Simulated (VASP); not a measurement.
# GaSb3 (Fm-3m) in VASP: settings compared, part 3 of 3

VASP 6.6.1.

### Step 6. Single point, PBE

This run uses another cell than the first one, of 24.40 Å³/atom, 0.940 times its volume.

INCAR reads:

```
SYSTEM = GaSb3
ALGO     = Normal         ! electronic algorithm
EDIFF    = 1E-6           ! SCF threshold, eV
ENCUT    = 520            ! plane-wave cutoff, eV
GGA      = PE             ! functional
ISIF     = 2              ! what is computed and relaxed
ISMEAR   = -1             ! smearing method
LASPH    = .TRUE.         ! aspherical terms in the spheres
LCHARG   = .FALSE.        ! write CHGCAR
LREAL    = .FALSE.        ! projectors in reciprocal space
LWAVE    = .FALSE.        ! write WAVECAR
NBANDS   = 22             ! bands
NELM     = 100            ! most SCF steps
PREC     = Accurate       ! precision mode
SIGMA    = 0.05           ! smearing width, eV
```

KPOINTS reads:

```
k-points
0
G
  6 6 6
  0 0 0
```

POSCAR reads:

```
GaSb3
1.0
    0.0000000000      3.6544390392      3.6544390392
    3.6544390392      0.0000000000      3.6544390392
    3.6544390392      3.6544390392      0.0000000000
Sb Ga
3 1
Direct
    0.5000000000      0.5000000000      0.5000000000
    0.7500000000      0.7500000000      0.7500000000
    0.2500000000      0.2500000000      0.2500000000
    0.0000000000      0.0000000000      0.0000000000
```

Potentials or basis: VASP PAW PBE potentials, release 64 (Sb, Ga_d).

Run with:

```bash
> cat potpaw_PBE.64/Sb/POTCAR potpaw_PBE.64/Ga_d/POTCAR > POTCAR
> mpirun -np 1 vasp_std > vasp.out
```

OUTCAR:

```text
SYSTEM = GaSb3
   EDIFF = 1E-6
   ENCUT = 520
   GGA = PE
   ISIF = 2
   ISMEAR = -1
   LASPH = .TRUE.
   LREAL = .FALSE.
   NELM = 100
   PREC = Accurate

 ion  position               nearest neighbor table
   1  0.500  0.500  0.500-   3 3.16   3 3.16   3 3.16   2 3.16   3 3.16   2 3.16   2 3.16   2 3.16

   2  0.750  0.750  0.750-   1 3.16   1 3.16   1 3.16   1 3.16   4 3.16   4 3.16   4 3.16   4 3.16
                             3 3.65   3 3.65   3 3.65   3 3.65   3 3.65   3 3.65
   3  0.250  0.250  0.250-   4 3.16   4 3.16   4 3.16   1 3.16   4 3.16   1 3.16   1 3.16   1 3.16
                             2 3.65   2 3.65   2 3.65   2 3.65   2 3.65   2 3.65
   4  0.000  0.000  0.000-   2 3.16   2 3.16   2 3.16   2 3.16   3 3.16   3 3.16   3 3.16   3 3.16

  LATTYP: Found a face centered cubic cell.
 ALAT       =     7.3088780784

  Lattice vectors:

 A1 = (   0.0000000000,   3.6544390392,   3.6544390392)
 A2 = (   3.6544390392,   0.0000000000,   3.6544390392)
 A3 = (   3.6544390392,   3.6544390392,   0.0000000000)

Analysis of symmetry for initial positions (statically):
=====================================================================
 Subroutine PRICEL returns:
 Original cell was already a primitive cell.
[... 166 lines left out ...]

 val. band max:        8.3161111638   @ k =   0.5000   0.0000   0.0000
 cond. band min:       8.3719369511   @ k =   0.3333   0.1667   0.0000
 fundamental gap:      0.0558257873
 Fermi energy:         8.3546551036

 k-point     1 :       0.0000    0.0000    0.0000
  band No.  band energies     occupation
      1      -6.6955      2.00000
      2      -6.6955      2.00000
      3      -6.6955      2.00000
      4      -6.6801      2.00000
      5      -6.6801      2.00000
      6      -4.6868      2.00000
[... 389 lines left out ...]
     21      12.6983      0.00000
     22      15.4505      0.00000

------------------------ aborting loop because EDIFF is reached ----------------------------------------

  FORCE on cell =-STRESS in cart. coord.  units (eV):
  Direction    XX          YY          ZZ          XY          YZ          ZX
  --------------------------------------------------------------------------------------
  -------------------------------------------------------------------------------------
  Total        1.6566526      1.6566526      1.6566526     -0.0000000      0.0000000     -0.0000000
  in kB       27.1925450     27.1925450     27.1925450     -0.0000000      0.0000000     -0.0000000
  external PRESSURE =      27.1925450 kB  Pullay stress =       0.0000000 kB

 VOLUME and BASIS-vectors are now :
 -----------------------------------------------------------------------------
  energy-cutoff  :      520.00
  volume of cell :       97.61
      direct lattice vectors                 reciprocal lattice vectors
     0.000000000  3.654439039  3.654439039    -0.136819904  0.136819904  0.136819904
     3.654439039  0.000000000  3.654439039     0.136819904 -0.136819904  0.136819904
     3.654439039  3.654439039  0.000000000     0.136819904  0.136819904 -0.136819904

 POSITION                                       TOTAL-FORCE (eV/Angst)
 -----------------------------------------------------------------------------------
      3.65444      3.65444      3.65444         0.000000      0.000000      0.000000
      5.48166      5.48166      5.48166        -0.000000      0.000000      0.000000
      1.82722      1.82722      1.82722         0.000000     -0.000000     -0.000000
      0.00000      0.00000      0.00000         0.000000      0.000000      0.000000
 -----------------------------------------------------------------------------------
    total drift:                               -0.000000      0.000000      0.000000

  FREE ENERGIE OF THE ION-ELECTRON SYSTEM (eV)
  ---------------------------------------------------
  free  energy   TOTEN  =       -14.4172042501 eV

  energy  without entropy=      -14.3831740248  energy(sigma->0) =      -14.40018914
```

OSZICAR:

```text
N       E                     dE             d eps       ncg     rms          rms(c)
DAV:   1     0.165903851137E+03    0.16590E+03   -0.11891E+04   718   0.140E+03
DAV:   2     0.149000612280E+01   -0.16441E+03   -0.15788E+03   754   0.336E+02
DAV:   3    -0.140043973532E+02   -0.15494E+02   -0.15104E+02   836   0.831E+01
DAV:   4    -0.144363315870E+02   -0.43193E+00   -0.42363E+00   800   0.143E+01
DAV:   5    -0.144471999472E+02   -0.10868E-01   -0.10866E-01   874   0.236E+00    0.355E+00
DAV:   6    -0.144243410392E+02    0.22859E-01   -0.39275E-02   900   0.201E+00    0.197E+00
DAV:   7    -0.144174159059E+02    0.69251E-02   -0.21337E-02   876   0.100E+00    0.184E-01
DAV:   8    -0.144171702001E+02    0.24571E-03   -0.17956E-03   890   0.408E-01    0.793E-02
DAV:   9    -0.144172011302E+02   -0.30930E-04   -0.16853E-04   886   0.852E-02    0.214E-02
DAV:  10    -0.144172041916E+02   -0.30614E-05   -0.11235E-05   806   0.330E-02    0.643E-03
DAV:  11    -0.144172042501E+02   -0.58450E-07   -0.10692E-06   532   0.732E-03
   1 F= -.14417204E+02 E0= -.14400189E+02  d E =-.340302E-01
```

stdout:

```text
POSCAR found type information on POSCAR SbGa
 POSCAR found :  2 types and       4 ions
 scaLAPACK will be used
 LDA part: xc-table for (Slater+PW92), standard interpolation
 POSCAR, INCAR and KPOINTS ok, starting setup
 FFT: planning ... GRIDC
 FFT: planning ... GRID_SOFT
 FFT: planning ... GRID
 WAVECAR not read
 entering main loop
```

Wall time 17 s (1 thread of Intel Xeon 6975P-C (Granite Rapids), shared host); peak memory 0.24 GiB.

What came out:

```yaml
Free_energy: -14.4172 eV
Pressure: 2.7 GPa
Band_gap_on_the_k_mesh: zero (band 14 reaches 9.58 eV, above the bottom of band 15 at 5.65 eV)
```

Caveat: spin-orbit coupling is left out, which moves the levels of the heavy elements.

### Step 7. The runs side by side

| task | level | potentials or basis | cell | cutoff (eV) | pressure (GPa) | relaxed volume (Å³/atom) |
| --- | --- | --- | --- | --- | --- | --- |
| relaxation of cell and atoms | LDA | VASP PAW LDA potentials, release 64 (Sb, Ga_d) | relaxed from a = 5.276 Å, angles 60.0°, 4 atoms | 600 | 0.0 | 23.79 |
| relaxation of cell and atoms | PBE | VASP PAW PBE potentials, release 64 (Sb, Ga_d) | relaxed from a = 5.276 Å, angles 60.0°, 4 atoms | 600 | 0.0 | 25.63 |
| relaxation of cell and atoms | PBEsol | VASP PAW PBE potentials, release 64 (Sb, Ga_d) | relaxed from a = 5.276 Å, angles 60.0°, 4 atoms | 600 | 0.0 | 24.24 |
| relaxation of cell and atoms | RPBE | VASP PAW PBE potentials, release 64 (Sb, Ga_d) | relaxed from a = 5.276 Å, angles 60.0°, 4 atoms | 600 | 0.0 | 26.34 |
| single point | PBE | VASP PAW PBE potentials, release 64 (Sb, Ga_d) | a = 5.168 Å, angles 60.0°, 4 atoms | 520 | 2.7 | - |

Alike in all rows: no spin polarisation; k mesh 6 × 6 × 6; smearing fermi-dirac 0.05 eV.

Caveats: spin-orbit coupling is left out, which moves the levels of the heavy elements; the bands computed are all filled at some k points, so no gap is given (some runs); the PAW data sets were made with another functional, which shifts forces and pressure a little (some runs).

Absolute energies hang on the potentials; compare differences alone.
